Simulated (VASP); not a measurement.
A run of VASP 6.6.1:

The input INCAR:

```
SYSTEM = TiC
PREC = Accurate ; ENCUT = 520
EDIFF = 1E-6 ; ISMEAR = -1
SIGMA = 0.03 ; LREAL = .FALSE.
LASPH = .TRUE. ; NELM = 60
ALGO = Normal ; ISIF = 2
LWAVE = .FALSE. ; LCHARG = .TRUE.
GGA = PS ; LELF = .TRUE.
LVHAR = .TRUE. ; NBANDS = 15
```

Contents of KPOINTS:

```
regular mesh
0
G
  14 14 14
  0 0 0
```

Contents of POSCAR:

```
TiC
1.0
    0.0000000000      2.1198243393      2.1198243393
    2.1198243393      0.0000000000      2.1198243393
    2.1198243393      2.1198243393      0.0000000000
Ti C
1 1
Direct
    0.0000000000      0.0000000000      0.0000000000
    0.5000000000      0.5000000000      0.5000000000
```

Potentials or basis: VASP PAW PBE potentials, release 64 (Ti_sv, C).

Run with:

```sh
$ cat potpaw_PBE.64/Ti_sv/POTCAR potpaw_PBE.64/C/POTCAR > POTCAR
$ mpirun -np 1 vasp_std > vasp.out
```

Hardware: 1 thread of AMD EPYC 7R13 (shared host).

Estimate the wall time of this run.

It took 34 s on 1 thread of AMD EPYC 7R13, with other jobs on the host, peak memory 0.13 GiB. Counts: scf iterations 13, k points 104.
